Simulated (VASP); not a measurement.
# MgS (P6_3mc) in VASP: further runs

The runs below take MgS through single point, with PBEsol, PBE.

Program: VASP 6.6.1. These are calculated values, not measurements. Logs are shortened: lines on timing, memory, paths and dates and some standing lists are left out, and cuts for length are marked.

## 1. The cell of the first run

It takes space group P6_3mc (No. 186, hexagonal). The conventional cell has a = 4.035 Å, b = 4.035 Å, c = 6.432 Å, α = 90.00°, β = 90.00°, γ = 120.00°. Mg (site symmetry 3m) has 4 S at 2.45 to 2.47 Å within 3.2 Å. S (site symmetry 3m) has 4 Mg at 2.45 to 2.47 Å within 3.2 Å.

## 2. Single point, PBEsol

Input file INCAR:

```
PREC = Accurate ; ENCUT = 600
EDIFF = 1E-6 ; ISMEAR = 0
SIGMA = 0.1 ; LREAL = F
LASPH = T ; NELM = 120
ALGO = Normal ; ISIF = 2
LWAVE = F ; LCHARG = F
GGA = PS ; NBANDS = 16
GGA_COMPAT = F
```

Input file KPOINTS:

```
Automatic mesh
0
Gamma
  6 6 2
```

Input file POSCAR:

```
MgS
1.0
    4.0346224068      0.0000000000      0.0000000000
   -2.0173112034      3.4940854990      0.0000000000
    0.0000000000      0.0000000000      6.4322941800
Mg S
2 2
Direct
    0.6666666667      0.3333333333      0.4957548500
    0.3333333333      0.6666666667      0.9957548500
    0.3333333333      0.6666666667      0.3792441500
    0.6666666667      0.3333333333      0.8792441500
```

Potentials or basis: VASP PAW PBE potentials, release 64 (Mg, S).

The run is started by

```
cat potpaw_PBE.64/Mg/POTCAR potpaw_PBE.64/S/POTCAR > POTCAR
mpirun -np 1 vasp_std > vasp.out
```

OUTCAR:

```text
PREC = Accurate
   ENCUT = 600
   EDIFF = 1E-6
   ISMEAR = 0
   LREAL = F
   LASPH = T
   NELM = 120
   ISIF = 2
   GGA = PS

 ion  position               nearest neighbor table
   1  0.667  0.333  0.496-   3 2.45   3 2.45   3 2.45   4 2.47
   2  0.333  0.667  0.996-   4 2.45   4 2.45   4 2.45   3 2.47
   3  0.333  0.667  0.379-   1 2.45   1 2.45   1 2.45   2 2.47
   4  0.667  0.333  0.879-   2 2.45   2 2.45   2 2.45   1 2.47

  LATTYP: Found a hexagonal cell.
 ALAT       =     4.0346224068
 C/A-ratio  =     1.5942741430

  Lattice vectors:

 A1 = (   4.0346224068,   0.0000000000,   0.0000000000)
 A2 = (  -2.0173112034,   3.4940854990,   0.0000000000)
 A3 = (   0.0000000000,   0.0000000000,   6.4322941800)

Analysis of symmetry for initial positions (statically):
=====================================================================
 Subroutine PRICEL returns:
 Original cell was already a primitive cell.

 Routine SETGRP: Setting up the symmetry group for a
 hexagonal supercell.

 Subroutine GETGRP returns: Found 12 space group operations
 (whereof  6 operations were pure point group operations)
 out of a pool of 24 trial point group operations.

The static configuration has the point symmetry C_3v.
 The point group associated with its full space group is C_6v.

Analysis of symmetry for dynamics (positions and initial velocities):
=====================================================================
 Subroutine PRICEL returns:
 Original cell was already a primitive cell.

 Routine SETGRP: Setting up the symmetry group for a
 hexagonal supercell.

 Subroutine GETGRP returns: Found 12 space group operations
 (whereof  6 operations were pure point group operations)
 out of a pool of 24 trial point group operations.

The dynamic configuration has the point symmetry C_3v.
 The point group associated with its full space group is C_6v.

 Subroutine INISYM returns: Found 12 space group operations
 (whereof  6 operations are pure point group operations),
 and found     1 'primitive' translations

----------------------------------------------------------------------------------------

                                     Primitive cell

  volume of cell :      90.6781

  direct lattice vectors                    reciprocal lattice vectors
     4.034622407  0.000000000  0.000000000     0.247854669  0.143098960  0.000000000
    -2.017311203  3.494085499  0.000000000     0.000000000  0.286197919  0.000000000
     0.000000000  0.000000000  6.432294180     0.000000000  0.000000000  0.155465526

  length of vectors
     4.034622407  4.034622407  6.432294180     0.286197919  0.286197919  0.155465526

  position of ions in fractional coordinates (direct lattice)
     0.666666667  0.333333333  0.495754850
     0.333333333  0.666666667  0.995754850
     0.333333333  0.666666667  0.379244150
     0.666666667  0.333333333  0.879244150

  ion indices of the primitive-cell ions
   primitive index   ion index
                 1           1
                 2           2
                 3           3
                 4           4

----------------------------------------------------------------------------------------

 KPOINTS: Automatic mesh

Automatic generation of k-mesh.
 Grid dimensions read from file:
 generate k-points for:    6    6    2

 Generating k-lattice:

  Cartesian coordinates                     Fractional coordinates (reciprocal lattice)
     0.041309111  0.023849827  0.000000000     0.166666667  0.000000000  0.000000000
     0.000000000  0.047699653  0.000000000     0.000000000  0.166666667  0.000000000
     0.000000000  0.000000000  0.077732763     0.000000000  0.000000000  0.500000000

  Length of vectors
     0.047699653  0.047699653  0.077732763

  Shift w.r.t. Gamma in fractional coordinates (k-lattice)
     0.000000000  0.000000000  0.000000000

 Subroutine IBZKPT returns following result:
 ===========================================

 Found     14 irreducible k-points:

 Following reciprocal coordinates:
            Coordinates               Weight
  0.000000  0.000000  0.000000      1.000000
  0.166667  0.000000  0.000000      6.000000
  0.333333 -0.000000  0.000000      6.000000
  0.500000 -0.000000  0.000000      3.000000
  0.166667  0.166667  0.000000      6.000000
  0.333333  0.166667  0.000000     12.000000
  0.333333  0.333333  0.000000      2.000000
  0.000000  0.000000  0.500000      1.000000
  0.166667  0.000000  0.500000      6.000000
  0.333333 -0.000000  0.500000      6.000000
  0.500000 -0.000000  0.500000      3.000000
  0.166667  0.166667  0.500000      6.000000
  0.333333  0.166667  0.500000     12.000000
  0.333333  0.333333  0.500000      2.000000
   k-points           NKPTS =     14   k-points in BZ     NKDIM =     14   number of bands    NBANDS=     16
   number of dos      NEDOS =    301   number of ions     NIONS =      4
   total plane-waves  NPLWV =  55296
   dimension x,y,z NGX =    32 NGY =   32 NGZ =   54
   dimension x,y,z NGXF=    64 NGYF=   64 NGZF=  108
   ions per type =               2   2
   NGX,Y,Z   is equivalent  to a cutoff of  13.19, 13.19, 13.96 a.u.
   NGXF,Y,Z  is equivalent  to a cutoff of  26.37, 26.37, 27.91 a.u.
 SYSTEM =  unknown system
   PREC   = accura    normal or accurate (medium, high low for compatibility)
   ISTART =      0    job   : 0-new  1-cont  2-samecut
   ICHARG =      2    charge: 1-file 2-atom 10-const
   ISPIN  =      1    spin polarized calculation?
   LNONCOLLINEAR =      F non collinear calculations
   LSORBIT =      F    spin-orbit coupling
   LASPH  =      T    aspherical Exc in radial PAW
   ENCUT  =  600.0 eV  44.10 Ry    6.64 a.u.   8.06  8.06 12.85*2*pi/ulx,y,z
   NELM   =    120;   NELMIN=  2; NELMDL= -5     # of ELM steps
   EDIFF  = 0.1E-05   stopping-criterion for ELM
   LREAL  =      F    real-space projection
[... 7 lines left out ...]
   TEBEG  =    0.0;   TEEND  =   0.0 temperature during run
   PSTRESS=    0.0 pullay stress
   NELECT =      16.0000    total number of electrons
   NUPDOWN=      -1.0000    fix difference up-down
   EMIN   =  10.00;   EMAX   =-10.00  energy-range for DOS
   EFERMI =   0.00;   METHOD = LEGACY
   ISMEAR =     0;   SIGMA  =   0.10  broadening in eV -4-tet -1-fermi 0-gaus
   EFERMI_NEDOS =   21; number of points for ismear=-14 and -15
   IALGO  =     38    algorithm
   IMIX   =      4    mixing-type and parameters
     AMIX     =   0.40;   BMIX     =  1.00
     AMIX_MAG =   1.60;   BMIX_MAG =  1.00
  volume/ion in A,a.u.               =      22.67       152.98
  Fermi-wavevector in a.u.,A,eV,Ry     =   0.918221  1.735187 11.471486  0.843130
  Thomas-Fermi vector in A             =   2.043279
   LORBIT       =      0    0 simple, 1 ext, 2 COOP (PROOUT), +10 PAW based schemes
   GGA     = PS    functional components
   LHFCALC =     F    Hartree Fock is set to
   AEXX    =    0.0000 exact exchange contribution
   IVDW    =     0    specifies the selected vdW correction
   LEPSILON=     F    determine dielectric tensor
   LRPA    =     F    only Hartree local field effects (RPA)
 non-spin polarized calculation
 Gauss-broadening in eV      SIGMA  =   0.10
  energy-cutoff  :      600.00
  volume of cell :       90.68
 maximum number of plane-waves:      3054
   NGX = 17   NGY = 17   NGZ = 25

 number of electron      15.9999998 magnetization

 Free energy of the ion-electron system (eV)
  ---------------------------------------------------
  ext. energy  EPLUGINS =         0.00000000
  ---------------------------------------------------
  free energy    TOTEN  =       -17.87127618 eV

  energy without entropy =      -17.87127618  energy(sigma->0) =      -17.87127618

 E-fermi :   1.5480     XC(G=0):  -8.5699

 val. band max:        1.1376644209   @ k =   0.0000   0.0000   0.0000
 cond. band min:       4.4071174842   @ k =   0.0000   0.0000   0.0000
 fundamental gap:      3.2694530633
 Fermi energy:         1.5480285518

 k-point     1 :       0.0000    0.0000    0.0000
  band No.  band energies     occupation
      1     -10.2761      2.00000
      2      -9.5333      2.00000
      3      -2.1400      2.00000
      4       0.5500      2.00000
      5       0.5500      2.00000
      6       0.9745      2.00000
[... 8 lines left out ...]
     15       9.5528      0.00000
     16      10.0963      0.00000

 k-point     2 :       0.1667    0.0000    0.0000
  band No.  band energies     occupation
      1     -10.1414      2.00000
      2      -9.4690      2.00000
      3      -1.9242      2.00000
      4      -0.2263      2.00000
      5       0.1728      2.00000
      6       0.3408      2.00000
[... 8 lines left out ...]
     15       9.6992      0.00000
     16       9.7557      0.00000

 k-point     3 :       0.3333   -0.0000    0.0000
  band No.  band energies     occupation
      1      -9.8203      2.00000
      2      -9.3618      2.00000
      3      -1.5048      2.00000
      4      -1.2541      2.00000
      5      -0.8823      2.00000
      6       0.0102      2.00000
[... 8 lines left out ...]
     15       9.6733      0.00000
     16      11.1616      0.00000

 k-point     4 :       0.5000   -0.0000    0.0000
  band No.  band energies     occupation
      1      -9.5983      2.00000
      2      -9.3522      2.00000
      3      -1.9287      2.00000
      4      -1.3466      2.00000
      5      -0.7786      2.00000
      6      -0.1303      2.00000
[... 8 lines left out ...]
     15      10.1002      0.00000
     16      12.0592      0.00000
[... 134 lines left out ...]
 k-point    12 :       0.1667    0.1667    0.5000
  band No.  band energies     occupation
      1      -9.6593      2.00000
      2      -9.6593      2.00000
      3      -1.3721      2.00000
      4      -1.3721      2.00000
      5       0.0822      2.00000
      6       0.0822      2.00000
[... 8 lines left out ...]
     15       9.9435      0.00000
     16       9.9435      0.00000

 k-point    13 :       0.3333    0.1667    0.5000
  band No.  band energies     occupation
      1      -9.4743      2.00000
      2      -9.4743      2.00000
      3      -1.8247      2.00000
      4      -1.8247      2.00000
      5      -0.3359      2.00000
      6      -0.3359      2.00000
[... 8 lines left out ...]
     15      10.4089      0.00000
     16      10.4089      0.00000

 k-point    14 :       0.3333    0.3333    0.5000
  band No.  band energies     occupation
      1      -9.4106      2.00000
      2      -9.4106      2.00000
      3      -1.7059      2.00000
      4      -1.7059      2.00000
      5      -0.9062      2.00000
      6      -0.9062      2.00000
[... 8 lines left out ...]
     15      10.3236      0.00000
     16      10.3236      0.00000

------------------------ aborting loop because EDIFF is reached ----------------------------------------

  FORCE on cell =-STRESS in cart. coord.  units (eV):
  Direction    XX          YY          ZZ          XY          YZ          ZX
  --------------------------------------------------------------------------------------
  -------------------------------------------------------------------------------------
  Total       -0.1573622     -0.1573622     -0.3451961      0.0000000     -0.0000000      0.0000000
  in kB       -2.7804086     -2.7804086     -6.0992171      0.0000000     -0.0000000      0.0000000
  external PRESSURE =      -3.8866781 kB  Pullay stress =       0.0000000 kB

 VOLUME and BASIS-vectors are now :
 -----------------------------------------------------------------------------
  energy-cutoff  :      600.00
  volume of cell :       90.68
      direct lattice vectors                 reciprocal lattice vectors
     4.034622407  0.000000000  0.000000000     0.247854669  0.143098960  0.000000000
    -2.017311203  3.494085499  0.000000000     0.000000000  0.286197919  0.000000000
     0.000000000  0.000000000  6.432294180     0.000000000  0.000000000  0.155465526

 POSITION                                       TOTAL-FORCE (eV/Angst)
 -----------------------------------------------------------------------------------
      2.01731      1.16470      3.18884        -0.000000      0.000000      0.045967
     -0.00000      2.32939      6.40499        -0.000000      0.000000      0.045967
     -0.00000      2.32939      2.43941        -0.000000      0.000000     -0.045967
      2.01731      1.16470      5.65556         0.000000      0.000000     -0.045967
 -----------------------------------------------------------------------------------
    total drift:                               -0.000000      0.000000     -0.000170

  FREE ENERGIE OF THE ION-ELECTRON SYSTEM (eV)
  ---------------------------------------------------
  free  energy   TOTEN  =       -17.8712761816 eV

  energy  without entropy=      -17.8712761816  energy(sigma->0) =      -17.87127618
```

Wall time 30 s (1 thread of Intel Xeon Platinum 8175M at 2.50GHz (Skylake/Cascade Lake), shared host); peak memory 0.23 GiB.

Results:

```
Free energy            : -17.8713 eV
Pressure               : -0.4 GPa
Largest force          : 0.046 eV/Å
Band gap on the k mesh : 3.27 eV
```

Forces on the atoms (eV/Å):
```
Mg   0.000  0.000  0.046
Mg   0.000  0.000  0.046
S    0.000  0.000 -0.046
S    0.000  0.000 -0.046
```

Stress tensor (GPa, compression positive):
```
-0.28  0.00  0.00
 0.00 -0.28  0.00
 0.00  0.00 -0.61
```

Caveat: the k points lie up to 0.49 Å⁻¹ apart; the PAW data sets were made with another functional, which shifts forces and pressure a little.

(Part 1 of 2 ends here.)
